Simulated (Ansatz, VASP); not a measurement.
## One calculation of CuO, two programs

The input INCAR:

```
  ALGO = Normal
  EDIFF = 1E-7
  ENCUT = 520
  GGA = RP
  ISIF = 2
  ISMEAR = -1
  LASPH = T
  LCHARG = T
  LELF = T
  LREAL = F
  LVHAR = T
  LWAVE = F
  NBANDS = 16
  NELM = 60
  PREC = Accurate
  SIGMA = 0.05
```

KPOINTS

```
k-points
0
Gamma
  11 11 11
```

POSCAR

```
CuO
1.0
    0.0000000000      2.1444126677      2.1444126677
    2.1444126677      0.0000000000      2.1444126677
    2.1444126677      2.1444126677      0.0000000000
Cu O
1 1
Direct
    0.0294977200      0.0281008700      0.9080259900
    0.4705022800      0.4718991300      0.5919740100
```

Contents of input.yaml:

```yaml
crystal:
  lattice:
    - [0.0, 2.1444126677, 2.1444126677]
    - [2.1444126677, 0.0, 2.1444126677]
    - [2.1444126677, 2.1444126677, 0.0]
  atoms:
    - { symbol: Cu, position: [0.02949772, 0.02810087, 0.90802599] }
    - { symbol: O, position: [0.47050228, 0.47189913, 0.59197401] }
hamiltonian:
  xc: rpbe
  pseudopotentials: { kind: paw }
kpoints:
  mp_grid: { grid: [11, 11, 11] }
scf:
  occupations: { method: fermi_dirac, width: 0.05 }
output:
  forces: true
  stress: true
  eigenvalues: true
  write_density: true
  write_potential: true
  elf: true
  volumetric_format: npy
```

Alike in both runs: task single point; functional RPBE; k mesh 11 × 11 × 11; occupations fermi-dirac, width 0.05 eV; no spin polarisation.

```csv
,VASP,Ansatz
version,VASP 6.6.1,Ansatz 0.2.0
potentials or method,"VASP PAW PBE potentials, release 64 (Cu, O)",Ansatz PAW
plane-wave cutoff (eV),520,420
valence electrons in the cell,17,25
```

Ansatz gave:

```
gap on the k mesh at the Fermi level (eV)                     : none
pressure (GPa)                                                : 15.7
traceless stress, the component that is largest in VASP (GPa) : -3.42
rms of the force components (eV/Å)                            : 0.439
```

**Question.** Estimate VASP's values.

**Answer.** gap on the k mesh at the Fermi level (eV): none; pressure (GPa): 16.3; traceless stress, the component that is largest in VASP (GPa): -3.67; rms of the force components (eV/Å): 0.487.

VASP's potentials were made for PBE, not for RPBE. Atom by atom the forces differ by 0.049 eV/Å (rms over components). A gap of «none» marks a metal or a gap that the smearing closes. The functional is the same, so the differences come from potentials, cutoffs and numerics. VASP's potentials hold 17 valence electrons a cell and Ansatz's 25, so a difference there can come from the potentials and not from the codes.
